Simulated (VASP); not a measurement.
# SiC (F-43m) in VASP: notebook, part 2 of 2

VASP 6.6.1. Earlier steps stand in the parts before.

## Step 3: Single point, PBE

This run uses another cell than the first one, of 10.50 Å³/atom, 1.018 times its volume.

File INCAR:

```
SYSTEM = SiC
ALGO = Normal
EDIFF = 1E-6
ENCUT = 520
GGA = PE
ISIF = 2
ISMEAR = 0
LASPH = .True.
LCHARG = .False.
LREAL = .False.
LWAVE = .False.
NBANDS = 11
NELM = 60
PREC = Accurate
SIGMA = 0.02
```

File KPOINTS:

```
k-points
0
Gamma
  10 10 10
  0 0 0
```

File POSCAR:

```
SiC
1.0
    0.0000000000      2.1898629698      2.1898629698
    2.1898629698      0.0000000000      2.1898629698
    2.1898629698      2.1898629698      0.0000000000
Si C
1 1
Direct
    0.2500000000      0.2500000000      0.2500000000
    0.0000000000      0.0000000000      0.0000000000
```

Potentials or basis: VASP PAW PBE potentials, release 64 (Si, C).

Launch:

```console
> cat potpaw_PBE.64/Si/POTCAR potpaw_PBE.64/C/POTCAR > POTCAR
> mpirun -np 1 vasp_std > vasp.out
```

OUTCAR:

```text
SYSTEM = SiC
   EDIFF = 1E-6
   ENCUT = 520
   GGA = PE
   ISIF = 2
   ISMEAR = 0
   LASPH = .True.
   LREAL = .False.
   NELM = 60
   PREC = Accurate

 ion  position               nearest neighbor table
   1  0.250  0.250  0.250-   2 1.90   2 1.90   2 1.90   2 1.90
   2  0.000  0.000  0.000-   1 1.90   1 1.90   1 1.90   1 1.90

  LATTYP: Found a face centered cubic cell.
 ALAT       =     4.3797259396

  Lattice vectors:

 A1 = (   0.0000000000,   2.1898629698,   2.1898629698)
 A2 = (   2.1898629698,   0.0000000000,   2.1898629698)
 A3 = (   2.1898629698,   2.1898629698,   0.0000000000)

Analysis of symmetry for initial positions (statically):
=====================================================================
 Subroutine PRICEL returns:
 Original cell was already a primitive cell.

 Routine SETGRP: Setting up the symmetry group for a
 face centered cubic supercell.

 Subroutine GETGRP returns: Found 24 space group operations
 (whereof 24 operations were pure point group operations)
 out of a pool of 48 trial point group operations.

The static configuration has the point symmetry T_d .

Analysis of symmetry for dynamics (positions and initial velocities):
=====================================================================
 Subroutine PRICEL returns:
 Original cell was already a primitive cell.

 Routine SETGRP: Setting up the symmetry group for a
 face centered cubic supercell.

 Subroutine GETGRP returns: Found 24 space group operations
 (whereof 24 operations were pure point group operations)
 out of a pool of 48 trial point group operations.

The dynamic configuration has the point symmetry T_d .

 Subroutine INISYM returns: Found 24 space group operations
 (whereof 24 operations are pure point group operations),
 and found     1 'primitive' translations

----------------------------------------------------------------------------------------

                                     Primitive cell

  volume of cell :      21.0030

  direct lattice vectors                    reciprocal lattice vectors
     0.000000000  2.189862970  2.189862970    -0.228324789  0.228324789  0.228324789
     2.189862970  0.000000000  2.189862970     0.228324789 -0.228324789  0.228324789
     2.189862970  2.189862970  0.000000000     0.228324789  0.228324789 -0.228324789

  length of vectors
     3.096933912  3.096933912  3.096933912     0.395470135  0.395470135  0.395470135

  position of ions in fractional coordinates (direct lattice)
     0.250000000  0.250000000  0.250000000
     0.000000000  0.000000000  0.000000000

  ion indices of the primitive-cell ions
   primitive index   ion index
                 1           1
                 2           2

----------------------------------------------------------------------------------------

 KPOINTS: k-points

Automatic generation of k-mesh.
 Grid dimensions read from file:
 generate k-points for:   10   10   10

 Generating k-lattice:

  Cartesian coordinates                     Fractional coordinates (reciprocal lattice)
    -0.022832479  0.022832479  0.022832479     0.100000000  0.000000000  0.000000000
     0.022832479 -0.022832479  0.022832479     0.000000000  0.100000000  0.000000000
     0.022832479  0.022832479 -0.022832479     0.000000000  0.000000000  0.100000000

  Length of vectors
     0.039547013  0.039547013  0.039547013

  Shift w.r.t. Gamma in fractional coordinates (k-lattice)
     0.000000000  0.000000000  0.000000000

 Subroutine IBZKPT returns following result:
 ===========================================

 Found     47 irreducible k-points:

 Following reciprocal coordinates:
            Coordinates               Weight
  0.000000  0.000000  0.000000      1.000000
  0.100000  0.000000  0.000000      8.000000
  0.200000  0.000000  0.000000      8.000000
  0.300000  0.000000  0.000000      8.000000
  0.400000  0.000000  0.000000      8.000000
  0.500000  0.000000  0.000000      4.000000
[... 16 lines left out ...]
  0.300000  0.300000  0.000000      6.000000
  0.400000  0.300000  0.000000     24.000000
 [... further k-points ...]
   k-points           NKPTS =     47   k-points in BZ     NKDIM =     47   number of bands    NBANDS=     11
   number of dos      NEDOS =    301   number of ions     NIONS =      2
   total plane-waves  NPLWV =  13824
   dimension x,y,z NGX =    24 NGY =   24 NGZ =   24
   dimension x,y,z NGXF=    48 NGYF=   48 NGZF=   48
   ions per type =               1   1
   NGX,Y,Z   is equivalent  to a cutoff of  12.88, 12.88, 12.88 a.u.
   NGXF,Y,Z  is equivalent  to a cutoff of  25.77, 25.77, 25.77 a.u.
 SYSTEM =  SiC
   PREC   = accura    normal or accurate (medium, high low for compatibility)
   ISTART =      0    job   : 0-new  1-cont  2-samecut
   ICHARG =      2    charge: 1-file 2-atom 10-const
   ISPIN  =      1    spin polarized calculation?
   LNONCOLLINEAR =      F non collinear calculations
   LSORBIT =      F    spin-orbit coupling
   LASPH  =      T    aspherical Exc in radial PAW
   ENCUT  =  520.0 eV  38.22 Ry    6.18 a.u.   5.76  5.76  5.76*2*pi/ulx,y,z
   NELM   =     60;   NELMIN=  2; NELMDL= -5     # of ELM steps
   EDIFF  = 0.1E-05   stopping-criterion for ELM
   LREAL  =      F    real-space projection
   EDIFFG = 0.1E-04   stopping-criterion for IOM
   NSW    =      0    number of steps for IOM
   IBRION =     -1    ionic relax: 0-MD 1-quasi-New 2-CG
   NFREE  =      0    steps in history (QN), initial steepest desc. (CG)
   ISIF   =      2    stress and relaxation
   ISYM   =      2    0-nonsym 1-usesym 2-fastsym
   POTIM  = 0.5000    time-step for ionic-motion
   TEBEG  =    0.0;   TEEND  =   0.0 temperature during run
   PSTRESS=    0.0 pullay stress
   NELECT =       8.0000    total number of electrons
   NUPDOWN=      -1.0000    fix difference up-down
   EMIN   =  10.00;   EMAX   =-10.00  energy-range for DOS
   EFERMI =   0.00;   METHOD = LEGACY
   ISMEAR =     0;   SIGMA  =   0.02  broadening in eV -4-tet -1-fermi 0-gaus
   EFERMI_NEDOS =   21; number of points for ismear=-14 and -15
   IALGO  =     38    algorithm
   IMIX   =      4    mixing-type and parameters
     AMIX     =   0.40;   BMIX     =  1.00
     AMIX_MAG =   1.60;   BMIX_MAG =  1.00
  volume/ion in A,a.u.               =      10.50        70.87
  Fermi-wavevector in a.u.,A,eV,Ry     =   1.186710  2.242556 19.160817  1.408280
  Thomas-Fermi vector in A             =   2.322877
   LORBIT       =      0    0 simple, 1 ext, 2 COOP (PROOUT), +10 PAW based schemes
   GGA     = PE    functional components
   LHFCALC =     F    Hartree Fock is set to
   AEXX    =    0.0000 exact exchange contribution
   IVDW    =     0    specifies the selected vdW correction
   LEPSILON=     F    determine dielectric tensor
   LRPA    =     F    only Hartree local field effects (RPA)
 non-spin polarized calculation
 Gauss-broadening in eV      SIGMA  =   0.02
  energy-cutoff  :      520.00
  volume of cell :       21.00
 maximum number of plane-waves:       588
   NGX = 11   NGY = 11   NGZ = 11

 number of electron       8.0000001 magnetization

 Free energy of the ion-electron system (eV)
  ---------------------------------------------------
  ext. energy  EPLUGINS =         0.00000000
  ---------------------------------------------------
  free energy    TOTEN  =       -15.06083293 eV

  energy without entropy =      -15.06083293  energy(sigma->0) =      -15.06083293

 E-fermi :   8.0414     XC(G=0): -11.2912

 val. band max:        7.9404597651   @ k =   0.0000   0.0000   0.0000
 cond. band min:       9.3109517325   @ k =   0.5000   0.5000   0.0000
 fundamental gap:      1.3704919674
 Fermi energy:         8.0413900017

 k-point     1 :       0.0000    0.0000    0.0000
  band No.  band energies     occupation
      1      -7.3462      2.00000
      2       7.9405      2.00000
      3       7.9405      2.00000
      4       7.9405      2.00000
      5      13.9996      0.00000
      6      15.1449      0.00000
      7      15.1449      0.00000
      8      15.1449      0.00000
      9      22.3601      0.00000
     10      22.3601      0.00000
     11      24.1904      0.00000
[... 309 lines left out ...]
 k-point    24 :       0.4000    0.3000    0.0000
  band No.  band energies     occupation
      1      -4.2446      2.00000
      2       2.3770      2.00000
      3       4.8191      2.00000
      4       5.3393      2.00000
      5      10.7988      0.00000
      6      13.5029      0.00000
      7      19.4030      0.00000
      8      19.7316      0.00000
      9      21.5348      0.00000
     10      25.8803      0.00000
     11      28.9680      0.00000

 [... further k-points ...]
[... 5 lines left out ...]
  --------------------------------------------------------------------------------------
  -------------------------------------------------------------------------------------
  Total       -0.0061862     -0.0061862     -0.0061862     -0.0000000      0.0000000      0.0000000
  in kB       -0.4719035     -0.4719035     -0.4719035     -0.0000000      0.0000000      0.0000000
  external PRESSURE =      -0.4719035 kB  Pullay stress =       0.0000000 kB

 VOLUME and BASIS-vectors are now :
 -----------------------------------------------------------------------------
  energy-cutoff  :      520.00
  volume of cell :       21.00
      direct lattice vectors                 reciprocal lattice vectors
     0.000000000  2.189862970  2.189862970    -0.228324789  0.228324789  0.228324789
     2.189862970  0.000000000  2.189862970     0.228324789 -0.228324789  0.228324789
     2.189862970  2.189862970  0.000000000     0.228324789  0.228324789 -0.228324789

 POSITION                                       TOTAL-FORCE (eV/Angst)
 -----------------------------------------------------------------------------------
      1.09493      1.09493      1.09493         0.000000      0.000000      0.000000
      0.00000      0.00000      0.00000        -0.000000     -0.000000     -0.000000
 -----------------------------------------------------------------------------------
    total drift:                               -0.000000     -0.000000     -0.000000

  FREE ENERGIE OF THE ION-ELECTRON SYSTEM (eV)
  ---------------------------------------------------
  free  energy   TOTEN  =       -15.0608329321 eV

  energy  without entropy=      -15.0608329321  energy(sigma->0) =      -15.06083293
```

OSZICAR:

```text
N       E                     dE             d eps       ncg     rms          rms(c)
DAV:   1     0.195729501164E+01    0.19573E+01   -0.38338E+03  1034   0.649E+02
DAV:   2    -0.163321712909E+02   -0.18289E+02   -0.17358E+02  1378   0.101E+02
DAV:   3    -0.168724141730E+02   -0.54024E+00   -0.53888E+00  1259   0.146E+01
DAV:   4    -0.168746272267E+02   -0.22131E-02   -0.22129E-02  1202   0.117E+00
DAV:   5    -0.168746376661E+02   -0.10439E-04   -0.10439E-04  1259   0.748E-02    0.866E+00
DAV:   6    -0.151131307166E+02    0.17615E+01   -0.64690E+00  1136   0.113E+01    0.383E+00
DAV:   7    -0.150682306830E+02    0.44900E-01   -0.36713E-01  1235   0.348E+00    0.176E+00
DAV:   8    -0.150606174238E+02    0.76133E-02   -0.20108E-02  1175   0.943E-01    0.172E-01
DAV:   9    -0.150607165324E+02   -0.99109E-04   -0.16864E-03  1278   0.232E-01    0.113E-01
DAV:  10    -0.150608301861E+02   -0.11365E-03   -0.24995E-04  1175   0.953E-02    0.265E-02
DAV:  11    -0.150608325037E+02   -0.23176E-05   -0.45085E-05  1250   0.345E-02    0.704E-03
DAV:  12    -0.150608329321E+02   -0.42840E-06   -0.21017E-06  1038   0.862E-03
   1 F= -.15060833E+02 E0= -.15060833E+02  d E =-.294576E-15
```

stdout:

```text
POSCAR found type information on POSCAR SiC
 POSCAR found :  2 types and       2 ions
 scaLAPACK will be used
 LDA part: xc-table for (Slater+PW92), standard interpolation
 POSCAR, INCAR and KPOINTS ok, starting setup
 FFT: planning ... GRIDC
 FFT: planning ... GRID_SOFT
 FFT: planning ... GRID
 WAVECAR not read
 entering main loop
```

It took 4.3 s on 1 thread of Intel Xeon Platinum 8488C (Sapphire Rapids), shared host; peak memory 0.13 GiB.

Results:

```yaml
Free_energy: -15.0608 eV
Pressure: 0.0 GPa
Band_gap_on_the_k_mesh: 1.37 eV, indirect (least direct gap 4.53 eV)
```

A k mesh can miss the band edges.

## Step 4: Relaxation of cell and atoms, PBE

File INCAR:

```
SYSTEM = SiC
PREC     = Accurate       ! precision mode
ENCUT    = 600            ! plane-wave cutoff, eV
EDIFF    = 1E-6           ! SCF threshold, eV
ISMEAR   = 0              ! smearing method
SIGMA    = 0.02           ! smearing width, eV
LREAL    = .False.        ! projectors in reciprocal space
LASPH    = .True.         ! aspherical terms in the spheres
NELM     = 100            ! most SCF steps
ALGO     = Normal         ! electronic algorithm
ISIF     = 3              ! what is computed and relaxed
LWAVE    = .False.        ! write WAVECAR
LCHARG   = .False.        ! write CHGCAR
GGA      = PE             ! functional
IBRION   = 2              ! ionic algorithm
NSW      = 100            ! ionic steps
EDIFFG   = -0.005         ! ionic threshold
```

File KPOINTS:

```
Automatic mesh
0
Gamma
  10 10 10
  0 0 0
```

File POSCAR:

```
SiC
1.0
    0.0000000000      2.1769966238      2.1769966238
    2.1769966238      0.0000000000      2.1769966238
    2.1769966238      2.1769966238      0.0000000000
Si C
1 1
Direct
    0.2500000000      0.2500000000      0.2500000000
    0.0000000000      0.0000000000      0.0000000000
```

Launch:

```console
> cat potpaw_PBE.64/Si/POTCAR potpaw_PBE.64/C/POTCAR > POTCAR
> mpirun -np 1 vasp_std > vasp.out
```

Run time: 13 s. Hardware: 1 thread of Intel Xeon Platinum 8488C (Sapphire Rapids), shared host; peak memory 0.15 GiB.

It converged, with:

| Property | Result |
| --- | --- |
| Free energy | -15.0618 eV |
| Relaxed volume | 10.49 Å³/atom |
| Relaxed cell | a = 3.096 Å, b = 3.096 Å, c = 3.096 Å, α = 60.00°, β = 60.00°, γ = 60.00° |
| Space group after relaxing (to 0.05 Å) | F-43m (No. 216) |
| Energy gained by relaxing | 2.0 meV/atom |
| Ionic steps | 3 |
| Pressure after relaxing | 0.0 GPa |
| Band gap on the k mesh | 1.37 eV, indirect (least direct gap 4.53 eV) |

The path:
| step | energy change (eV) | largest force (eV/Å) | pressure (GPa) | volume (Å³) |
| --- | --- | --- | --- | --- |
| 1 | 0.0000 | 0.0000 | 3.70 | 20.63 |
| 2 | 0.0002 | 0.0000 | -3.58 | 21.36 |
| 3 | -0.0040 | 0.0000 | 0.00 | 20.99 |

Final structure:
```yaml
crystal:
  lattice:
    - [0.00000, 2.18926, 2.18926]
    - [2.18926, 0.00000, 2.18926]
    - [2.18926, 2.18926, 0.00000]
  atoms:
    - { symbol: Si, position: [0.25000, 0.25000, 0.25000] }
    - { symbol: C, position: [0.00000, 0.00000, 0.00000] }
```

Levels at points of the mesh, in eV from the valence-band top:
| k point | band 1 | band 2 | band 3 | band 4 | band 5 | band 6 | band 7 | band 8 |
| --- | --- | --- | --- | --- | --- | --- | --- | --- |
| (0.00, 0.00, 0.00) | -15.29 | 0.00 | 0.00 | 0.00 | 6.07 | 7.21 | 7.21 | 7.21 |
| (0.50, 0.00, 0.00) | -11.78 | -8.46 | -1.05 | -1.05 | 5.31 | 7.17 | 7.17 | 9.98 |
| (0.50, 0.50, 0.00) | -10.34 | -7.75 | -3.16 | -3.16 | 1.37 | 4.27 | 13.87 | 13.87 |

A k mesh can miss the band edges. Expect the measured gap to be larger: semilocal functionals such as PBE lack the derivative discontinuity.

## Step 5: Summary

```tsv
task	cell	k mesh	cutoff (eV)	smearing	gap on the mesh (eV)	pressure (GPa)
single point	a = 3.079 Å, angles 60.0°, 2 atoms	8 × 8 × 8	520	gaussian 0.1 eV	1.35	3.8
single point	a = 3.097 Å, angles 60.0°, 2 atoms	10 × 10 × 10	520	gaussian 0.02 eV	1.37	0.0
relaxation of cell and atoms	relaxed from a = 3.079 Å, angles 60.0°, 2 atoms	10 × 10 × 10	600	gaussian 0.02 eV	1.37	0.0
```

Alike in all rows: level PBE; potentials or basis VASP PAW PBE potentials, release 64 (Si, C); no spin polarisation.

Absolute energies hang on the potentials; compare differences alone.
